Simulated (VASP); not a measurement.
# InSe2 (P6/mmm) in VASP: a series of runs

Runs on InSe2. Level: PBE. Tasks: single point, relaxation of cell and atoms.

Everything below comes from runs of VASP 6.6.1. Logs are shortened: lines on timing, memory, paths and dates and some standing lists are left out, and cuts for length are marked.

**1. The cell of the first run**

It takes space group P6/mmm (No. 191, hexagonal). Conventional cell: a = 4.768 Å, b = 4.768 Å, c = 3.918 Å, α = 90.00°, β = 90.00°, γ = 120.00°. In (site symmetry 6/mmm) has 12 Se at 3.38 Å and 2 In at 3.92 Å within 4.4 Å. Se (site symmetry -6m2) has 3 Se at 2.75 Å and 6 In at 3.38 Å within 3.6 Å.

**2. Single point, PBE**

Contents of INCAR:

```
SYSTEM = InSe2
PREC     = Accurate       ! precision mode
ENCUT    = 520            ! plane-wave cutoff, eV
EDIFF    = 1E-7           ! SCF threshold, eV
ISMEAR   = 0              ! smearing method
SIGMA    = 0.1            ! smearing width, eV
LREAL    = .FALSE.        ! projectors in reciprocal space
LASPH    = .TRUE.         ! aspherical terms in the spheres
NELM     = 60             ! most SCF steps
ALGO     = Normal         ! electronic algorithm
ISIF     = 2              ! what is computed and relaxed
LWAVE    = .FALSE.        ! write WAVECAR
LCHARG   = .TRUE.         ! write CHGCAR
GGA      = PE             ! functional
LELF     = .TRUE.         ! ELF
LVHAR    = .TRUE.       
NBANDS   = 20             ! bands
```

Contents of KPOINTS:

```
Automatic mesh
0
G
  12 12 12
  0 0 0
```

Contents of POSCAR:

```
InSe2
1.0
    4.7680373403      0.0000000000      0.0000000000
   -2.3840186702      4.1292414629      0.0000000000
    0.0000000000      0.0000000000      3.9176669912
In Se
1 2
Direct
    0.0000000000      0.0000000000      0.0000000000
    0.3333333333      0.6666666667      0.5000000000
    0.6666666667      0.3333333333      0.5000000000
```

Potentials or basis: VASP PAW PBE potentials, release 64 (In_d, Se).

Launch:

```bash
cat potpaw_PBE.64/In_d/POTCAR potpaw_PBE.64/Se/POTCAR > POTCAR
mpirun -np 1 vasp_std > vasp.out
```

OUTCAR:

```text
SYSTEM = InSe2
   PREC = Accurate
   ENCUT = 520
   EDIFF = 1E-7
   ISMEAR = 0
   LREAL = .FALSE.
   LASPH = .TRUE.
   NELM = 60
   ISIF = 2
   GGA = PE

 ion  position               nearest neighbor table
   1  0.000  0.000  0.000-   2 3.38   3 3.38   2 3.38   3 3.38   3 3.38   3 3.38   2 3.38   2 3.38
                             3 3.38   3 3.38   2 3.38   2 3.38
   2  0.333  0.667  0.500-   3 2.75   3 2.75   3 2.75   1 3.38   1 3.38   1 3.38   1 3.38   1 3.38
                             1 3.38
   3  0.667  0.333  0.500-   2 2.75   2 2.75   2 2.75   1 3.38   1 3.38   1 3.38   1 3.38   1 3.38
                             1 3.38

  LATTYP: Found a hexagonal cell.
 ALAT       =     4.7680373403
 C/A-ratio  =     0.8216519108

  Lattice vectors:

 A1 = (   4.7680373403,   0.0000000000,   0.0000000000)
 A2 = (  -2.3840186702,   4.1292414629,   0.0000000000)
 A3 = (   0.0000000000,   0.0000000000,   3.9176669912)

Analysis of symmetry for initial positions (statically):
=====================================================================
 Subroutine PRICEL returns:
 Original cell was already a primitive cell.

 Routine SETGRP: Setting up the symmetry group for a
 hexagonal supercell.

 Subroutine GETGRP returns: Found 24 space group operations
 (whereof 24 operations were pure point group operations)
 out of a pool of 24 trial point group operations.

The static configuration has the point symmetry D_6h.

Analysis of symmetry for dynamics (positions and initial velocities):
=====================================================================
 Subroutine PRICEL returns:
 Original cell was already a primitive cell.

 Routine SETGRP: Setting up the symmetry group for a
 hexagonal supercell.

 Subroutine GETGRP returns: Found 24 space group operations
 (whereof 24 operations were pure point group operations)
 out of a pool of 24 trial point group operations.

The dynamic configuration has the point symmetry D_6h.

 Subroutine INISYM returns: Found 24 space group operations
 (whereof 24 operations are pure point group operations),
 and found     1 'primitive' translations

----------------------------------------------------------------------------------------

                                     Primitive cell

  volume of cell :      77.1325
[... 86 lines left out ...]
   LNONCOLLINEAR =      F non collinear calculations
   LSORBIT =      F    spin-orbit coupling
   LASPH  =      T    aspherical Exc in radial PAW
   ENCUT  =  520.0 eV  38.22 Ry    6.18 a.u.   8.87  8.87  7.28*2*pi/ulx,y,z
   NELM   =     60;   NELMIN=  2; NELMDL= -5     # of ELM steps
   EDIFF  = 0.1E-06   stopping-criterion for ELM
   LREAL  =      F    real-space projection
   EDIFFG = 0.1E-05   stopping-criterion for IOM
   NSW    =      0    number of steps for IOM
   IBRION =     -1    ionic relax: 0-MD 1-quasi-New 2-CG
   NFREE  =      0    steps in history (QN), initial steepest desc. (CG)
   ISIF   =      2    stress and relaxation
   ISYM   =      2    0-nonsym 1-usesym 2-fastsym
   POTIM  = 0.5000    time-step for ionic-motion
   TEBEG  =    0.0;   TEEND  =   0.0 temperature during run
   PSTRESS=    0.0 pullay stress
   NELECT =      25.0000    total number of electrons
   NUPDOWN=      -1.0000    fix difference up-down
   EMIN   =  10.00;   EMAX   =-10.00  energy-range for DOS
   EFERMI =   0.00;   METHOD = LEGACY
   ISMEAR =     0;   SIGMA  =   0.10  broadening in eV -4-tet -1-fermi 0-gaus
   EFERMI_NEDOS =   21; number of points for ismear=-14 and -15
   IALGO  =     38    algorithm
   IMIX   =      4    mixing-type and parameters
     AMIX     =   0.40;   BMIX     =  1.00
     AMIX_MAG =   1.60;   BMIX_MAG =  1.00
  volume/ion in A,a.u.               =      25.71       173.51
  Fermi-wavevector in a.u.,A,eV,Ry     =   1.124542  2.125076 17.205856  1.264595
  Thomas-Fermi vector in A             =   2.261214
   LORBIT       =      0    0 simple, 1 ext, 2 COOP (PROOUT), +10 PAW based schemes
   GGA     = PE    functional components
   LHFCALC =     F    Hartree Fock is set to
   AEXX    =    0.0000 exact exchange contribution
   IVDW    =     0    specifies the selected vdW correction
   LEPSILON=     F    determine dielectric tensor
   LRPA    =     F    only Hartree local field effects (RPA)
 non-spin polarized calculation
 Gauss-broadening in eV      SIGMA  =   0.10
  energy-cutoff  :      520.00
  volume of cell :       77.13
 maximum number of plane-waves:      2106
 NGX is ok and might be reduce to    36
   NGX = 17   NGY = 17   NGZ = 15

 number of electron      24.9999995 magnetization

 Free energy of the ion-electron system (eV)
  ---------------------------------------------------
  ext. energy  EPLUGINS =         0.00000000
  ---------------------------------------------------
  free energy    TOTEN  =        -9.24948738 eV

  energy without entropy =       -9.24138061  energy(sigma->0) =       -9.24543399

 E-fermi :   4.6792     XC(G=0):  -9.6678

 val. band max:        4.6786756748   @ k =   0.2500   0.0833   0.0000
 cond. band min:       4.6804229581   @ k =   0.3333   0.0833   0.3333
 fundamental gap:      0.0017472833
 Fermi energy:         4.6792323837

 k-point     1 :       0.0000    0.0000    0.0000
  band No.  band energies     occupation
      1     -10.0360      2.00000
      2      -9.5273      2.00000
      3      -9.4907      2.00000
      4      -9.4907      2.00000
      5      -9.4743      2.00000
      6      -9.4743      2.00000
[... 541 lines left out ...]
     19      12.4451      0.00000
     20      13.0572      0.00000

 [... further k-points ...]

------------------------ aborting loop because EDIFF is reached ----------------------------------------

  FORCE on cell =-STRESS in cart. coord.  units (eV):
  Direction    XX          YY          ZZ          XY          YZ          ZX
  --------------------------------------------------------------------------------------
  -------------------------------------------------------------------------------------
  Total        0.0017910      0.0017910     -0.0071685     -0.0000000      0.0000000     -0.0000000
  in kB        0.0372029      0.0372029     -0.1489031     -0.0000000      0.0000000     -0.0000000
  external PRESSURE =      -0.0248324 kB  Pullay stress =       0.0000000 kB

 VOLUME and BASIS-vectors are now :
 -----------------------------------------------------------------------------
  energy-cutoff  :      520.00
  volume of cell :       77.13
      direct lattice vectors                 reciprocal lattice vectors
     4.768037340  0.000000000  0.000000000     0.209729901  0.121087615  0.000000000
    -2.384018670  4.129241463  0.000000000     0.000000000  0.242175230  0.000000000
     0.000000000  0.000000000  3.917666991     0.000000000  0.000000000  0.255253957

 POSITION                                       TOTAL-FORCE (eV/Angst)
 -----------------------------------------------------------------------------------
      0.00000      0.00000      0.00000        -0.000000     -0.000000      0.000000
     -0.00000      2.75283      1.95883         0.000000      0.000000     -0.000000
      2.38402      1.37641      1.95883        -0.000000     -0.000000      0.000000
 -----------------------------------------------------------------------------------
    total drift:                                0.000000      0.000000     -0.000000

  FREE ENERGIE OF THE ION-ELECTRON SYSTEM (eV)
  ---------------------------------------------------
  free  energy   TOTEN  =        -9.2494873797 eV

  energy  without entropy=       -9.2413806052  energy(sigma->0) =       -9.24543399
```

OSZICAR:

```text
N       E                     dE             d eps       ncg     rms          rms(c)
DAV:   1     0.186529055749E+03    0.18653E+03   -0.10899E+04  5352   0.126E+03
DAV:   2     0.942641112110E+01   -0.17710E+03   -0.17036E+03  5756   0.323E+02
DAV:   3    -0.869802812583E+01   -0.18124E+02   -0.17650E+02  6680   0.978E+01
DAV:   4    -0.936021340035E+01   -0.66219E+00   -0.65883E+00  6268   0.182E+01
DAV:   5    -0.938308752600E+01   -0.22874E-01   -0.22869E-01  7372   0.360E+00    0.485E+00
DAV:   6    -0.926623333153E+01    0.11685E+00   -0.18107E-01  7172   0.558E+00    0.289E+00
DAV:   7    -0.924971569672E+01    0.16518E-01   -0.90469E-02  7180   0.245E+00    0.664E-01
DAV:   8    -0.924939920281E+01    0.31649E-03   -0.12435E-02  6744   0.132E+00    0.181E-01
DAV:   9    -0.924948814739E+01   -0.88945E-04   -0.10664E-03  6440   0.332E-01    0.772E-02
DAV:  10    -0.924948259655E+01    0.55508E-05   -0.10721E-04  6440   0.583E-02    0.252E-02
DAV:  11    -0.924948813154E+01   -0.55350E-05   -0.21775E-05  6664   0.644E-02    0.755E-03
DAV:  12    -0.924948765260E+01    0.47894E-06   -0.39451E-06  6828   0.164E-02    0.335E-03
DAV:  13    -0.924948741928E+01    0.23331E-06   -0.43747E-07  6020   0.386E-03    0.622E-04
DAV:  14    -0.924948737967E+01    0.39618E-07   -0.26905E-08  3416   0.126E-03
   1 F= -.92494874E+01 E0= -.92454340E+01  d E =-.810677E-02
```

stdout:

```text
POSCAR found type information on POSCAR InSe
 POSCAR found :  2 types and       3 ions
 scaLAPACK will be used
 LDA part: xc-table for (Slater+PW92), standard interpolation
 POSCAR, INCAR and KPOINTS ok, starting setup
 FFT: planning ... GRIDC
 FFT: planning ... GRID_SOFT
 FFT: planning ... GRID
 WAVECAR not read
 entering main loop
```

It took 66 s on 1 thread of Intel Xeon 6975P-C (Granite Rapids), shared host; peak memory 0.33 GiB.

Results:

```
Free energy            : -9.2495 eV
Pressure               : 0.0 GPa
Band gap on the k mesh : zero (an odd number of electrons rules out a gap without spin polarisation)
```

Levels at points of the mesh, in eV from the Fermi level:
| k point | band 10 | band 11 | band 12 | band 13 | band 14 | band 15 | band 16 | band 17 |
| --- | --- | --- | --- | --- | --- | --- | --- | --- |
| (0.00, 0.00, 0.00) | -3.62 | -2.67 | -1.44 | -1.44 | 0.77 | 4.40 | 6.33 | 6.33 |
| (0.50, 0.00, 0.00) | -1.50 | -0.67 | -0.28 | 0.17 | 1.73 | 2.56 | 4.19 | 4.75 |
| (0.00, 0.00, 0.50) | -4.06 | -0.77 | -0.31 | -0.31 | 0.48 | 1.23 | 3.36 | 3.36 |
| (0.50, 0.00, 0.50) | -4.15 | -3.94 | -1.19 | 0.68 | 1.91 | 1.96 | 2.94 | 5.88 |

Caveat: spin-orbit coupling is left out, which moves the levels of the heavy elements.

**3. Relaxation of cell and atoms, PBE**

Contents of INCAR:

```
PREC     = Accurate       # precision mode
ENCUT    = 600            # plane-wave cutoff, eV
EDIFF    = 1E-7           # SCF threshold, eV
ISMEAR   = 0              # smearing method
SIGMA    = 0.1            # smearing width, eV
LREAL    = False          # projectors in reciprocal space
LASPH    = True           # aspherical terms in the spheres
NELM     = 60             # most SCF steps
ALGO     = Normal         # electronic algorithm
ISIF     = 3              # what is computed and relaxed
LWAVE    = False          # write WAVECAR
LCHARG   = False          # write CHGCAR
GGA      = PE             # functional
IBRION   = 2              # ionic algorithm
NSW      = 100            # ionic steps
EDIFFG   = -0.01          # ionic threshold
```

Contents of KPOINTS:

```
Automatic mesh
0
Gamma
  12 12 12
```

POSCAR is that of step 2.

Potentials or basis: VASP PAW PBE potentials, release 64 (In_d, Se).

Launch:

```bash
cat potpaw_PBE.64/In_d/POTCAR potpaw_PBE.64/Se/POTCAR > POTCAR
mpirun -np 1 vasp_std > vasp.out
```

OUTCAR:

```text
PREC = Accurate
   ENCUT = 600
   EDIFF = 1E-7
   ISMEAR = 0
   LREAL = False
   LASPH = True
   NELM = 60
   ISIF = 3
   GGA = PE
   IBRION = 2
   NSW = 100
   EDIFFG = -0.01

 ion  position               nearest neighbor table
   1  0.000  0.000  0.000-   2 3.38   3 3.38   2 3.38   3 3.38   3 3.38   3 3.38   2 3.38   2 3.38
                             3 3.38   3 3.38   2 3.38   2 3.38
   2  0.333  0.667  0.500-   3 2.75   3 2.75   3 2.75   1 3.38   1 3.38   1 3.38   1 3.38   1 3.38
                             1 3.38
   3  0.667  0.333  0.500-   2 2.75   2 2.75   2 2.75   1 3.38   1 3.38   1 3.38   1 3.38   1 3.38
                             1 3.38

  LATTYP: Found a hexagonal cell.
 ALAT       =     4.7680373403
 C/A-ratio  =     0.8216519108

  Lattice vectors:

 A1 = (   4.7680373403,   0.0000000000,   0.0000000000)
 A2 = (  -2.3840186702,   4.1292414629,   0.0000000000)
 A3 = (   0.0000000000,   0.0000000000,   3.9176669912)

Analysis of symmetry for initial positions (statically):
=====================================================================
 Subroutine PRICEL returns:
 Original cell was already a primitive cell.

 Routine SETGRP: Setting up the symmetry group for a
 hexagonal supercell.

 Subroutine GETGRP returns: Found 24 space group operations
 (whereof 24 operations were pure point group operations)
 out of a pool of 24 trial point group operations.

The static configuration has the point symmetry D_6h.

Analysis of symmetry for dynamics (positions and initial velocities):
=====================================================================
 Subroutine PRICEL returns:
 Original cell was already a primitive cell.

 Routine SETGRP: Setting up the symmetry group for a
 hexagonal supercell.

 Subroutine GETGRP returns: Found 24 space group operations
 (whereof 24 operations were pure point group operations)
 out of a pool of 24 trial point group operations.

The dynamic configuration has the point symmetry D_6h.

 Subroutine INISYM returns: Found 24 space group operations
 (whereof 24 operations are pure point group operations),
 and found     1 'primitive' translations
[... 121 lines left out ...]
   LORBIT       =      0    0 simple, 1 ext, 2 COOP (PROOUT), +10 PAW based schemes
   GGA     = PE    functional components
   LHFCALC =     F    Hartree Fock is set to
   AEXX    =    0.0000 exact exchange contribution
   IVDW    =     0    specifies the selected vdW correction
   LEPSILON=     F    determine dielectric tensor
   LRPA    =     F    only Hartree local field effects (RPA)
 conjugate gradient relaxation of ions
 non-spin polarized calculation
 Gauss-broadening in eV      SIGMA  =   0.10
  energy-cutoff  :      600.00
  volume of cell :       77.13
 maximum number of plane-waves:      2631
 NGX is ok and might be reduce to    40
   NGX = 19   NGY = 19   NGZ = 15

 number of electron      24.9999999 magnetization

 Free energy of the ion-electron system (eV)
  ---------------------------------------------------
  ext. energy  EPLUGINS =         0.00000000
  ---------------------------------------------------
  free energy    TOTEN  =        -9.24947305 eV

  energy without entropy =       -9.24136590  energy(sigma->0) =       -9.24541947

 E-fermi :   4.6791     XC(G=0):  -9.6678

 val. band max:        4.6785784469   @ k =   0.2500   0.0833   0.0000
 cond. band min:       4.6803383517   @ k =   0.3333   0.0833   0.3333
 fundamental gap:      0.0017599048
 Fermi energy:         4.6791406639

 k-point     1 :       0.0000    0.0000    0.0000
  band No.  band energies     occupation
      1     -10.0361      2.00000
      2      -9.5273      2.00000
      3      -9.4906      2.00000
      4      -9.4906      2.00000
      5      -9.4742      2.00000
      6      -9.4742      2.00000
[... 433 lines left out ...]
      3      -9.5051      2.00000
      4      -9.4784      2.00000
      5      -9.4770      2.00000
      6      -9.3170      2.00000
[... 8 lines left out ...]
     15       7.6920      0.00000
     16       9.4427      0.00000

 [... further k-points ...]

------------------------ aborting loop because EDIFF is reached ----------------------------------------

  FORCE on cell =-STRESS in cart. coord.  units (eV):
  Direction    XX          YY          ZZ          XY          YZ          ZX
  --------------------------------------------------------------------------------------
  -------------------------------------------------------------------------------------
  Total        0.0078804      0.0078804      0.0003238     -0.0000000      0.0000000      0.0000000
  in kB        0.1636907      0.1636907      0.0067269     -0.0000000      0.0000000      0.0000000
  external PRESSURE =       0.1113694 kB  Pullay stress =       0.0000000 kB

 VOLUME and BASIS-vectors are now :
 -----------------------------------------------------------------------------
  energy-cutoff  :      600.00
  volume of cell :       77.13
      direct lattice vectors                 reciprocal lattice vectors
     4.768037340  0.000000000  0.000000000     0.209729901  0.121087615  0.000000000
    -2.384018670  4.129241463  0.000000000     0.000000000  0.242175230  0.000000000
     0.000000000  0.000000000  3.917666991     0.000000000  0.000000000  0.255253957

 POSITION                                       TOTAL-FORCE (eV/Angst)
 -----------------------------------------------------------------------------------
      0.00000      0.00000      0.00000        -0.000000      0.000000      0.000000
     -0.00000      2.75283      1.95883         0.000000      0.000000      0.000000
      2.38402      1.37641      1.95883        -0.000000     -0.000000      0.000000
 -----------------------------------------------------------------------------------
    total drift:                                0.000000     -0.000000      0.000000

  FREE ENERGIE OF THE ION-ELECTRON SYSTEM (eV)
  ---------------------------------------------------
  free  energy   TOTEN  =        -9.2494730500 eV

  energy  without entropy=       -9.2413658993  energy(sigma->0) =       -9.24541947

 reached required accuracy - stopping structural energy minimisation
```

Run time: 71 s. Hardware: 1 thread of Intel Xeon 6975P-C (Granite Rapids), shared host; peak memory 0.37 GiB.

Results:

```
Free energy             : -9.2495 eV
Pressure after relaxing : 0.0 GPa
Band gap on the k mesh  : zero (an odd number of electrons rules out a gap without spin polarisation)
```

Final structure:
```yaml
crystal:
  lattice:
    - [4.76804, 0.00000, 0.00000]
    - [-2.38402, 4.12924, 0.00000]
    - [0.00000, 0.00000, 3.91767]
  atoms:
    - { symbol: In, position: [0.00000, 0.00000, 0.00000] }
    - { symbol: Se, position: [0.33333, 0.66667, 0.50000] }
    - { symbol: Se, position: [0.66667, 0.33333, 0.50000] }
```

Caveat: the relaxation stopped at its first step, so nothing moved; spin-orbit coupling is left out, which moves the levels of the heavy elements.
